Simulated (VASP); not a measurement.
# Ca (I4/mmm) in VASP: a series of runs

Ca is run at these levels: PBE; tasks: single point.

Program: VASP 6.6.1. These are calculated values, not measurements. Logs are shortened: lines on timing, memory, paths and dates and some standing lists are left out, and cuts for length are marked.

## Step 1: The cell of the first run

Symmetry: I4/mmm, No. 139, tetragonal system. The conventional cell has a = 4.521 Å, b = 4.521 Å, c = 4.502 Å, α = 90.00°, β = 90.00°, γ = 90.00°. Ca (site symmetry 4/mmm) has 14 Ca at 3.91 to 4.52 Å within 5.1 Å.

## Step 2: Single point, PBE (strain +0.025 along x and y, +0.025 along z)

INCAR

```
ALGO = Fast
EDIFF = 1E-7
ENCUT = 520
GGA = PE
ISIF = 2
ISMEAR = 0
LASPH = True
LCHARG = False
LREAL = False
LWAVE = False
NBANDS = 11
NELM = 60
PREC = Accurate
SIGMA = 0.15
```

KPOINTS

```
k-points
0
Gamma
  16 16 16
```

POSCAR

```
Ca
1.0
   -2.2603350262      2.2603350262      2.2510176802
    2.2603350262     -2.2603350262      2.2510176802
    2.2603350262      2.2603350262     -2.2510176802
Ca
1
Direct
    0.5000000000      0.5000000000      0.0000000000
```

Potentials or basis: VASP PAW PBE potentials, release 64 (Ca_sv).

Run with:

```bash
> cat potpaw_PBE.64/Ca_sv/POTCAR > POTCAR
> mpirun -np 1 vasp_std > vasp.out
```

OUTCAR:

```text
EDIFF = 1E-7
   ENCUT = 520
   GGA = PE
   ISIF = 2
   ISMEAR = 0
   LASPH = True
   LREAL = False
   NELM = 60
   PREC = Accurate

 ion  position               nearest neighbor table
   1  0.500  0.500  0.000-

  LATTYP: Found a body centered tetragonal cell.
 ALAT       =     4.5206700524
 C/A-ratio  =     0.9958778916

  Lattice vectors:

 A1 = (  -2.2603350262,   2.2603350262,   2.2510176802)
 A2 = (   2.2603350262,  -2.2603350262,   2.2510176802)
 A3 = (   2.2603350262,   2.2603350262,  -2.2510176802)

Analysis of symmetry for initial positions (statically):
=====================================================================
 Subroutine PRICEL returns:
 Original cell was already a primitive cell.

 Routine SETGRP: Setting up the symmetry group for a
 body centered tetragonal supercell.

 Subroutine GETGRP returns: Found 16 space group operations
 (whereof 16 operations were pure point group operations)
 out of a pool of 16 trial point group operations.

The static configuration has the point symmetry D_4h.

Analysis of symmetry for dynamics (positions and initial velocities):
=====================================================================
 Subroutine PRICEL returns:
 Original cell was already a primitive cell.

 Routine SETGRP: Setting up the symmetry group for a
 body centered tetragonal supercell.

 Subroutine GETGRP returns: Found 16 space group operations
 (whereof 16 operations were pure point group operations)
 out of a pool of 16 trial point group operations.

The dynamic configuration has the point symmetry D_4h.

 Subroutine INISYM returns: Found 16 space group operations
 (whereof 16 operations are pure point group operations),
 and found     1 'primitive' translations

----------------------------------------------------------------------------------------

                                     Primitive cell

  volume of cell :      46.0028

  direct lattice vectors                    reciprocal lattice vectors
    -2.260335026  2.260335026  2.251017680     0.000000000  0.221206146  0.222121756
     2.260335026 -2.260335026  2.251017680     0.221206146  0.000000000  0.222121756
     2.260335026  2.260335026 -2.251017680     0.221206146  0.221206146  0.000000000

  length of vectors
     3.909643137  3.909643137  3.909643137     0.313480834  0.313480834  0.312832732

  position of ions in fractional coordinates (direct lattice)
     0.500000000  0.500000000  0.000000000

  ion indices of the primitive-cell ions
   primitive index   ion index
                 1           1

----------------------------------------------------------------------------------------

 KPOINTS: k-points

Automatic generation of k-mesh.
 Grid dimensions read from file:
 generate k-points for:   16   16   16

 Generating k-lattice:

  Cartesian coordinates                     Fractional coordinates (reciprocal lattice)
     0.000000000  0.013825384  0.013882610     0.062500000 -0.000000000  0.000000000
     0.013825384  0.000000000  0.013882610    -0.000000000  0.062500000  0.000000000
     0.013825384  0.013825384  0.000000000     0.000000000  0.000000000  0.062500000

  Length of vectors
     0.019592552  0.019592552  0.019552046

  Shift w.r.t. Gamma in fractional coordinates (k-lattice)
     0.000000000  0.000000000  0.000000000

 Subroutine IBZKPT returns following result:
 ===========================================

 Found    349 irreducible k-points:

 Following reciprocal coordinates:
            Coordinates               Weight
  0.000000  0.000000  0.000000      1.000000
  0.062500  0.000000  0.000000      8.000000
  0.125000  0.000000  0.000000      8.000000
  0.187500 -0.000000  0.000000      8.000000
  0.250000  0.000000  0.000000      8.000000
  0.312500  0.000000  0.000000      8.000000
[... 16 lines left out ...]
 -0.125000  0.062500  0.000000     16.000000
 -0.062500  0.062500  0.000000      4.000000
 [... further k-points ...]
   k-points           NKPTS =    349   k-points in BZ     NKDIM =    349   number of bands    NBANDS=     11
   number of dos      NEDOS =    301   number of ions     NIONS =      1
   total plane-waves  NPLWV =  27000
   dimension x,y,z NGX =    30 NGY =   30 NGZ =   30
   dimension x,y,z NGXF=    60 NGYF=   60 NGZF=   60
   ions per type =               1
   NGX,Y,Z   is equivalent  to a cutoff of  12.76, 12.76, 12.76 a.u.
   NGXF,Y,Z  is equivalent  to a cutoff of  25.51, 25.51, 25.51 a.u.
 SYSTEM =  unknown system
   PREC   = accura    normal or accurate (medium, high low for compatibility)
   ISTART =      0    job   : 0-new  1-cont  2-samecut
   ICHARG =      2    charge: 1-file 2-atom 10-const
   ISPIN  =      1    spin polarized calculation?
   LNONCOLLINEAR =      F non collinear calculations
   LSORBIT =      F    spin-orbit coupling
   LASPH  =      T    aspherical Exc in radial PAW
   ENCUT  =  520.0 eV  38.22 Ry    6.18 a.u.   7.27  7.27  7.27*2*pi/ulx,y,z
   NELM   =     60;   NELMIN=  2; NELMDL= -5     # of ELM steps
   EDIFF  = 0.1E-06   stopping-criterion for ELM
   LREAL  =      F    real-space projection
   EDIFFG = 0.1E-05   stopping-criterion for IOM
   NSW    =      0    number of steps for IOM
   IBRION =     -1    ionic relax: 0-MD 1-quasi-New 2-CG
   NFREE  =      0    steps in history (QN), initial steepest desc. (CG)
   ISIF   =      2    stress and relaxation
   ISYM   =      2    0-nonsym 1-usesym 2-fastsym
   POTIM  = 0.5000    time-step for ionic-motion
   TEBEG  =    0.0;   TEEND  =   0.0 temperature during run
   PSTRESS=    0.0 pullay stress
   NELECT =      10.0000    total number of electrons
   NUPDOWN=      -1.0000    fix difference up-down
   EMIN   =  10.00;   EMAX   =-10.00  energy-range for DOS
   EFERMI =   0.00;   METHOD = LEGACY
   ISMEAR =     0;   SIGMA  =   0.15  broadening in eV -4-tet -1-fermi 0-gaus
   EFERMI_NEDOS =   21; number of points for ismear=-14 and -15
   IALGO  =     68    algorithm
   IMIX   =      4    mixing-type and parameters
     AMIX     =   0.40;   BMIX     =  1.00
     AMIX_MAG =   1.60;   BMIX_MAG =  1.00
  volume/ion in A,a.u.               =      46.00       310.44
  Fermi-wavevector in a.u.,A,eV,Ry     =   0.984343  1.860139 13.183121  0.968932
  Thomas-Fermi vector in A             =   2.115569
   LORBIT       =      0    0 simple, 1 ext, 2 COOP (PROOUT), +10 PAW based schemes
   GGA     = PE    functional components
   LHFCALC =     F    Hartree Fock is set to
   AEXX    =    0.0000 exact exchange contribution
   IVDW    =     0    specifies the selected vdW correction
   LEPSILON=     F    determine dielectric tensor
   LRPA    =     F    only Hartree local field effects (RPA)
 non-spin polarized calculation
 RMM-DIIS sequential band-by-band and
 Gauss-broadening in eV      SIGMA  =   0.15
  energy-cutoff  :      520.00
  volume of cell :       46.00
 maximum number of plane-waves:      1264
 NGX is ok and might be reduce to    30
   NGX = 15   NGY = 15   NGZ = 15

 number of electron      10.0000000 magnetization

 number of electron       9.9999999 magnetization

 Free energy of the ion-electron system (eV)
  ---------------------------------------------------
  ext. energy  EPLUGINS =         0.00000000
  ---------------------------------------------------
  free energy    TOTEN  =        -1.90665456 eV

  energy without entropy =       -1.88854894  energy(sigma->0) =       -1.89760175

 E-fermi :   1.6795     XC(G=0):  -7.4742

 val. band max:        1.6735256884   @ k =  -0.3750  -0.4375   0.1875
 cond. band min:       1.6820993662   @ k =   0.3750   0.1875   0.0625
 fundamental gap:      0.0085736779
 Fermi energy:         1.6795491418

 k-point     1 :       0.0000    0.0000    0.0000
  band No.  band energies     occupation
      1     -40.5941      2.00000
      2     -21.5181      2.00000
      3     -21.5177      2.00000
      4     -21.5177      2.00000
      5      -2.2358      2.00000
      6       3.8325      0.00000
      7       3.8495      0.00000
      8       3.8495      0.00000
      9       4.7974      0.00000
     10       4.8184      0.00000
     11      11.4623      0.00000

 k-point     2 :       0.0625    0.0000    0.0000
  band No.  band energies     occupation
      1     -40.5938      2.00000
      2     -21.5218      2.00000
      3     -21.5190      2.00000
      4     -21.5178      2.00000
      5      -2.1698      2.00000
      6       3.8001      0.00000
      7       3.8262      0.00000
      8       3.8899      0.00000
      9       4.7630      0.00000
     10       4.8058      0.00000
     11      11.3576      0.00000

 k-point     3 :       0.1250    0.0000    0.0000
  band No.  band energies     occupation
      1     -40.5927      2.00000
      2     -21.5329      2.00000
      3     -21.5228      2.00000
      4     -21.5178      2.00000
      5      -1.9738      2.00000
      6       3.6903      0.00000
      7       3.7275      0.00000
      8       4.0317      0.00000
      9       4.6693      0.00000
     10       4.8109      0.00000
     11      10.8774      0.00000

 k-point     4 :       0.1875   -0.0000    0.0000
  band No.  band energies     occupation
      1     -40.5911      2.00000
      2     -21.5496      2.00000
      3     -21.5285      2.00000
      4     -21.5178      2.00000
      5      -1.6549      2.00000
      6       3.5047      0.00000
      7       3.5350      0.00000
      8       4.2618      0.00000
      9       4.6218      0.00000
     10       4.8288      0.00000
     11       9.9591      0.00000
[... 239 lines left out ...]
 k-point    22 :      -0.1875    0.0625    0.0000
  band No.  band energies     occupation
      1     -40.5917      2.00000
      2     -21.5432      2.00000
      3     -21.5249      2.00000
      4     -21.5192      2.00000
      5      -1.7820      2.00000
      6       3.5925      0.00000
      7       3.6043      0.00000
      8       4.1769      0.00000
      9       4.5912      0.00000
     10       4.8484      0.00000
     11      10.4993      0.00000

 k-point    23 :      -0.1250    0.0625    0.0000
  band No.  band energies     occupation
      1     -40.5930      2.00000
      2     -21.5294      2.00000
      3     -21.5206      2.00000
      4     -21.5187      2.00000
      5      -2.0393      2.00000
      6       3.7355      0.00000
      7       3.7512      0.00000
      8       3.9920      0.00000
      9       4.6733      0.00000
     10       4.8253      0.00000
     11      11.1537      0.00000

 k-point    24 :      -0.0625    0.0625    0.0000
  band No.  band energies     occupation
      1     -40.5938      2.00000
      2     -21.5216      2.00000
      3     -21.5194      2.00000
      4     -21.5176      2.00000
      5      -2.1700      2.00000
      6       3.8097      0.00000
      7       3.8101      0.00000
      8       3.8976      0.00000
      9       4.7490      0.00000
     10       4.8190      0.00000
     11      11.3313      0.00000

 [... further k-points ...]
[... 5 lines left out ...]
  --------------------------------------------------------------------------------------
  -------------------------------------------------------------------------------------
  Total       -0.3663027     -0.3663027     -0.3673213      0.0000000      0.0000000      0.0000000
  in kB      -12.7575192    -12.7575192    -12.7929943      0.0000000      0.0000000      0.0000000
  external PRESSURE =     -12.7693442 kB  Pullay stress =       0.0000000 kB

 VOLUME and BASIS-vectors are now :
 -----------------------------------------------------------------------------
  energy-cutoff  :      520.00
  volume of cell :       46.00
      direct lattice vectors                 reciprocal lattice vectors
    -2.260335026  2.260335026  2.251017680     0.000000000  0.221206146  0.222121756
     2.260335026 -2.260335026  2.251017680     0.221206146  0.000000000  0.222121756
     2.260335026  2.260335026 -2.251017680     0.221206146  0.221206146  0.000000000

 POSITION                                       TOTAL-FORCE (eV/Angst)
 -----------------------------------------------------------------------------------
      0.00000      0.00000      2.25102         0.000000     -0.000000      0.000000
 -----------------------------------------------------------------------------------
    total drift:                                0.000000     -0.000000      0.000000

  FREE ENERGIE OF THE ION-ELECTRON SYSTEM (eV)
  ---------------------------------------------------
  free  energy   TOTEN  =        -1.9066545602 eV

  energy  without entropy=       -1.8885489374  energy(sigma->0) =       -1.89760175
```

It took 90 s on 1 thread of Intel Xeon 6975P-C (Granite Rapids), shared host; peak memory 0.3 GiB.

Results:

```
Free energy            : -1.9067 eV
Pressure               : -1.3 GPa
Band gap on the k mesh : zero (band 5 reaches 2.01 eV, above the bottom of band 6 at 1.58 eV)
```

Caveat: the cell differs from its parent crystal (strain +0.025 along x and y, +0.025 along z).

## Step 3: Single point, PBE (strain +0.025 along x and y, +0.050 along z)

INCAR: that of step 2 with these lines changed.

```diff
@@ -7,4 +7,6 @@
 LASPH = True
-LCHARG = False
+LCHARG = True
+LELF = True
 LREAL = False
+LVHAR = True
 LWAVE = False
```

KPOINTS is that of step 2.

POSCAR

```
Ca
1.0
   -2.2603350262      2.2603350262      2.3059205505
    2.2603350262     -2.2603350262      2.3059205505
    2.2603350262      2.2603350262     -2.3059205505
Ca
1
Direct
    0.5000000000      0.5000000000      0.0000000000
```

Potentials or basis: VASP PAW PBE potentials, release 64 (Ca_sv).

Run with:

```bash
> cat potpaw_PBE.64/Ca_sv/POTCAR > POTCAR
> mpirun -np 1 vasp_std > vasp.out
```

Wall time 95 s (1 thread of Intel Xeon 6975P-C (Granite Rapids), shared host); peak memory 0.3 GiB.

Results (log left out):

* Free energy: -1.8969 eV
* Pressure: -1.6 GPa
* Band gap on the k mesh: zero (band 5 reaches 1.91 eV, above the bottom of band 6 at 1.46 eV)

Levels at points of the mesh, in eV from the Fermi level:
```csv
k point,band 3,band 4,band 5,band 6,band 7,band 8
"(0.00, 0.00, 0.00)",-23.26,-23.26,-3.87,2.10,2.10,2.18
"(0.50, 0.00, 0.00)",-23.29,-23.26,-0.87,-0.13,1.32,2.92
"(0.50, 0.50, 0.00)",-23.29,-23.26,-0.82,-0.07,1.22,3.02
"(0.50, 0.50, 0.50)",-23.32,-23.32,0.13,0.17,3.30,3.60
```

Caveat: the cell differs from its parent crystal (strain +0.025 along x and y, +0.050 along z).

(Continued in part 2 of 2.)
